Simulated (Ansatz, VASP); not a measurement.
Zn4HO4 in VASP and in Ansatz

The input INCAR:

```
SYSTEM = Zn4HO4
PREC = Accurate ; ENCUT = 520
EDIFF = 1E-6 ; ISMEAR = 0
SIGMA = 0.05 ; LREAL = .FALSE.
LASPH = .TRUE. ; NELM = 60
ALGO = Normal ; ISIF = 2
LWAVE = .FALSE. ; LCHARG = .FALSE.
GGA = PS ; NBANDS = 46
```

The input KPOINTS:

```
regular mesh
0
G
  4 4 8
  0 0 0
```

The input POSCAR:

```
Zn4HO4
1.0
    5.5148137916      0.0000000000      0.0000000000
    0.0000000000      5.5148137916      0.0000000000
    0.0000000000      0.0000000000      3.2430062931
Zn O H
4 4 1
Direct
    0.1820657240      0.1820657240      0.5000000000
    0.8179342760      0.8179342760      0.5000000000
    0.6820657240      0.3179342760      0.0000000000
    0.3179342760      0.6820657240      0.0000000000
    0.8180023132      0.1819976868      0.5000000000
    0.1819976868      0.8180023132      0.5000000000
    0.6819976868      0.6819976868      0.0000000000
    0.3180023132      0.3180023132      0.0000000000
    1.0000405349     -0.0180023132      0.0000000000
```

Input for Ansatz:

```yaml
crystal:
  lattice:
    - [5.5148137916, 0.0, 0.0]
    - [0.0, 5.5148137916, 0.0]
    - [0.0, 0.0, 3.2430062931]
  atoms:
    - { symbol: Zn, position: [0.182065724, 0.182065724, 0.5] }
    - { symbol: Zn, position: [0.817934276, 0.817934276, 0.5] }
    - { symbol: Zn, position: [0.682065724, 0.317934276, 0.0] }
    - { symbol: Zn, position: [0.317934276, 0.682065724, 0.0] }
    - { symbol: O, position: [0.8180023132, 0.1819976868, 0.5] }
    - { symbol: O, position: [0.1819976868, 0.8180023132, 0.5] }
    - { symbol: O, position: [0.6819976868, 0.6819976868, 0.0] }
    - { symbol: O, position: [0.3180023132, 0.3180023132, 0.0] }
    - { symbol: H, position: [1.0000405349, -0.0180023132, 0.0] }
basis:
  ecutwfc: 420
kpoints:
  mp_grid: { grid: [4, 4, 8] }
hamiltonian:
  xc: pbesol
  pseudopotentials: { kind: paw, azcp: { folder: soft_1 } }
scf:
  occupations: { method: gaussian, width: 0.05 }
output:
  forces: true
  stress: true
  eigenvalues: true
```

Alike in both runs: task single point; functional PBEsol; k mesh 4 × 4 × 8; occupations gaussian, width 0.05 eV; no spin polarisation.

```csv
,VASP,Ansatz
version,VASP 6.6.1,Ansatz 0.2.0
potentials or method,"VASP PAW PBE potentials, release 64 (Zn, O, H), cutoff 520 eV","scalar-relativistic, plane waves, PAW"
valence electrons in the cell,73,73
```

```tsv
	VASP	Ansatz	Ansatz less VASP
gap on the k mesh at the Fermi level (eV)	none	none	-
pressure (GPa)	4.2	3.3	-0.92
traceless stress, the component that is largest in VASP (GPa)	1.08	0.93	-0.145
rms of the force components (eV/Å)	0.166	0.163	-0.0029
```

VASP's potentials were made for PBE, not for PBEsol, and Ansatz warns of the same on its side. Atom by atom the forces differ by 0.004 eV/Å (rms over components). A gap of «none» marks a metal or a gap that the smearing closes.
